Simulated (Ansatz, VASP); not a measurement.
InGa2N3 in VASP and in Ansatz

```xyz
6
Lattice="3.0165 0.0000 0.0000 0.0000 3.0165 0.0000 0.0000 0.0000 9.5812" Properties=species:S:1:pos:R:3 pbc="T T T"
In    1.5082    1.5082    0.0000
Ga    1.5082    0.0000    5.7977
Ga    0.0000    1.5082    3.7835
N     1.5082    0.0000    3.7038
N     0.0000    1.5082    5.8774
N     0.0000    0.0000    0.0000
```

Change from the starting cell: species swapped into the Hf2GaSb3 type (P-4m2, No. 115).

Alike in both runs: functional PBE; k mesh 6 × 6 × 4; occupations gaussian, width 0.1 eV; collinear spin.

Ansatz relaxed the structure, and its values are those at the end. VASP's run is a single point on that final structure, the one shown.

```csv
,VASP,Ansatz
version,VASP 6.6.1,Ansatz 0.2.0
potentials or method,"VASP PAW PBE potentials, release 64 (In_d, Ga_d, N), cutoff 520 eV","scalar-relativistic, plane waves, PAW"
valence electrons in the cell,54,54
```

Ansatz gave:

| Item | Value |
| --- | --- |
| gap on the k mesh at the Fermi level (eV) | none |
| pressure (GPa) | 0.1 |
| rms of the force components (eV/Å) | 0.001 |
| net moment per atom (μB) | 0.00 |

Question: Which values does VASP return?

Answer: gap on the k mesh at the Fermi level (eV): none; pressure (GPa): 0.4; rms of the force components (eV/Å): 0.016; net moment per atom (μB): 0.00.

A gap of «none» marks a metal or a gap that the smearing closes. Ansatz's warnings: seeded moment not kept.
